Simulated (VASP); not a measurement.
Set up this calculation in VASP 6.6.1, as the native input.

```
Task                   : single point
Functional             : PBE
Potentials or basis    : VASP PAW PBE potentials, release 64 (Si, P)
Cutoff                 : 520 eV
k mesh                 : 4 × 4 × 4
Occupations            : gaussian, width 0.1 eV
Spin                   : no spin polarisation
Dipole correction      : no
Further INCAR settings : ALGO = Normal; EDIFF = 1e-06; NBANDS = 18
```

The structure of Si4P lies in POSCAR:

```
Si4P
1.0
    4.3798849900      0.0000000000      0.0000000000
    0.0000000000      4.3798849900      0.0000000000
    0.0000000000      0.0000000000      4.3798849900
Si P
4 1
Direct
    0.5000000000      0.0000000000      0.0000000000
    0.0000000000      0.5000000000      0.0000000000
    0.0000000000      0.0000000000      0.5000000000
    0.0000000000      0.0000000000      0.0000000000
    0.5000000000      0.5000000000      0.5000000000
```

The cell was built from a structure type or drawn by symmetry, and may not be a known phase.

One way to write it, as run:

INCAR

```
SYSTEM = Si4P
PREC = Accurate
ENCUT = 520
EDIFF = 1E-6
ISMEAR = 0
SIGMA = 0.1
LREAL = .False.
LASPH = .True.
NELM = 100
ALGO = Normal
ISIF = 2
LWAVE = .False.
LCHARG = .False.
GGA = PE
NBANDS = 18
```

KPOINTS

```
regular mesh
0
Gamma
  4 4 4
  0 0 0
```

Potentials or basis: VASP PAW PBE potentials, release 64 (Si, P).

Command:

```console
$ cat potpaw_PBE.64/Si/POTCAR potpaw_PBE.64/P/POTCAR > POTCAR
$ mpirun -np 1 vasp_std > vasp.out
```

It gave:

The pressure is 13.8 GPa and the band gap on the k mesh is zero (an odd number of electrons rules out a gap without spin polarisation).

Caveat: the cell stands under pressure.

It took 12 s on 1 thread of Intel(R) Xeon(R) Platinum 8488C (Sapphire Rapids), with other jobs on the host, peak memory 0.19 GiB.
